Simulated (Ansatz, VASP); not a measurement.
B: VASP beside Ansatz

Contents of INCAR:

```
SYSTEM = B
PREC = Accurate ; ENCUT = 520
EDIFF = 1E-6 ; ISMEAR = -1
SIGMA = 0.1 ; LREAL = .False.
LASPH = .True. ; NELM = 100
ALGO = Normal ; ISIF = 2
LWAVE = .False. ; LCHARG = .False.
GGA = RE ; NBANDS = 8
```

The input KPOINTS:

```
regular mesh
0
Gamma
  21 21 21
  0 0 0
```

File POSCAR:

```
B
1.0
    0.0000000000      1.4766179130      1.4766179130
    1.4766179130      0.0000000000      1.4766179130
    1.4766179130      1.4766179130      0.0000000000
B
1
Direct
    0.0000000000      0.0000000000      0.0000000000
```

Input for Ansatz:

```yaml
crystal:
  lattice:
    - [0.0, 1.476617913, 1.476617913]
    - [1.476617913, 0.0, 1.476617913]
    - [1.476617913, 1.476617913, 0.0]
  atoms:
    - { symbol: B, position: [0.0, 0.0, 0.0] }
hamiltonian:
  xc: revpbe
  pseudopotentials:
    kind: paw
    azcp:
      B: "pseudopotentials/B.paw.azcp"
basis:
  ecutwfc: 420
  fft_grid_basis: typed
kpoints:
  mp_grid: { grid: [21, 21, 21], shift: [0, 0, 0] }
magnetization:
  spin_polarized: false
scf:
  occupations: { method: fermi_dirac, width: 0.1 }
  lower_state_search: "off"
output:
  stress: true
```

Alike in both runs: task single point; functional revPBE; k mesh 21 × 21 × 21; occupations fermi-dirac, width 0.1 eV; no spin polarisation.

|  | VASP | Ansatz |
| --- | --- | --- |
| version | VASP 6.6.1 | Ansatz 0.2.0 |
| potentials or method | VASP PAW PBE potentials, release 64 (B), cutoff 520 eV | plane waves (420 eV) with PAW, scalar-relativistic |
| valence electrons in the cell | 3 | 3 |

Ansatz gave:

```
pressure (GPa) : -17.5
```

Question: What did VASP give for the same quantities?

Answer: Pressure (GPa): -17.7.

VASP's potentials were made for PBE, not for revPBE.
